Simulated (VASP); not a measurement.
Wanted: the native input for a VASP 6.6.1 run.

| Item | Value |
| --- | --- |
| Task | single point |
| Functional | PBE |
| Potentials or basis | VASP PAW PBE potentials, release 64 (Li_sv) |
| Cutoff | 520 eV |
| k mesh | 12 × 12 × 7 |
| Occupations | fermi-dirac, width 0.08 eV |
| Spin | no spin polarisation |
| Dipole correction | no |
| Further INCAR settings | ALGO = Normal; EDIFF = 1e-07; NBANDS = 10 |

The structure of Li lies in POSCAR:

```
Li
1.0
   -1.7154021332      1.7154021332      1.7154021332
    1.7154021332     -1.7154021332      1.7154021332
    3.4308042664      3.4308042664      0.0000000000
Li
2
Direct
    0.0000000000      0.0000000000      0.0000000000
    0.5000000000      0.5000000000      0.5000000000
```

One way to write it, as run:

INCAR

```
SYSTEM = Li
PREC = Accurate
ENCUT = 520
EDIFF = 1E-7
ISMEAR = -1
SIGMA = 0.08
LREAL = .FALSE.
LASPH = .TRUE.
NELM = 80
ALGO = Normal
ISIF = 2
LWAVE = .FALSE.
LCHARG = .FALSE.
GGA = PE
NBANDS = 10
```

KPOINTS

```
Automatic mesh
0
G
  12 12 7
  0 0 0
```

Potentials or basis: VASP PAW PBE potentials, release 64 (Li_sv).

Command:

```console
$ cat potpaw_PBE.64/Li_sv/POTCAR > POTCAR
$ mpirun -np 1 vasp_std > vasp.out
```

Results of the run:

```yaml
Band_gap_on_the_k_mesh: zero (band 3 reaches 2.37 eV, above the bottom of band 4 at -1.39 eV)
```

It took 19 s on 1 thread of Intel(R) Xeon(R) Platinum 8488C (Sapphire Rapids), on a shared host, peak memory 0.17 GiB.
